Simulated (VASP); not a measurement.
A run of VASP 6.6.1:

INCAR

```
PREC     = Accurate       # precision mode
ENCUT    = 520            # plane-wave cutoff, eV
EDIFF    = 1E-7           # SCF threshold, eV
ISMEAR   = 0              # smearing method
SIGMA    = 0.03           # smearing width, eV
LREAL    = False          # projectors in reciprocal space
LASPH    = True           # aspherical terms in the spheres
NELM     = 100            # most SCF steps
ALGO     = Normal         # electronic algorithm
ISIF     = 2              # what is computed and relaxed
LWAVE    = False          # write WAVECAR
LCHARG   = True           # write CHGCAR
GGA      = PE             # functional
LELF     = True           # ELF
LVHAR    = True         
NBANDS   = 13             # bands
```

Contents of KPOINTS:

```
Automatic mesh
0
Gamma
  26 26 26
```

The input POSCAR:

```
Mo
1.0
   -1.5123819233      1.5123819233      1.5123819233
    1.5123819233     -1.5123819233      1.5123819233
    1.5123819233      1.5123819233     -1.5123819233
Mo
1
Direct
    0.0000000000      0.0000000000      0.0000000000
```

Potentials or basis: VASP PAW PBE potentials, release 64 (Mo_sv).

Launch:

```sh
$ cat potpaw_PBE.64/Mo_sv/POTCAR > POTCAR
$ mpirun -np 1 vasp_std > vasp.out
```

Hardware: 1 thread of Intel(R) Xeon(R) Platinum 8259CL CPU @ 2.50GHz (Skylake/Cascade Lake), on a shared host.

Estimate the wall time of this run.

Run time: 57 s on 1 thread of Intel(R) Xeon(R) Platinum 8259CL CPU @ 2.50GHz (Skylake/Cascade Lake), on a shared host, peak memory 0.19 GiB. Counts: scf iterations 13, k points 511.
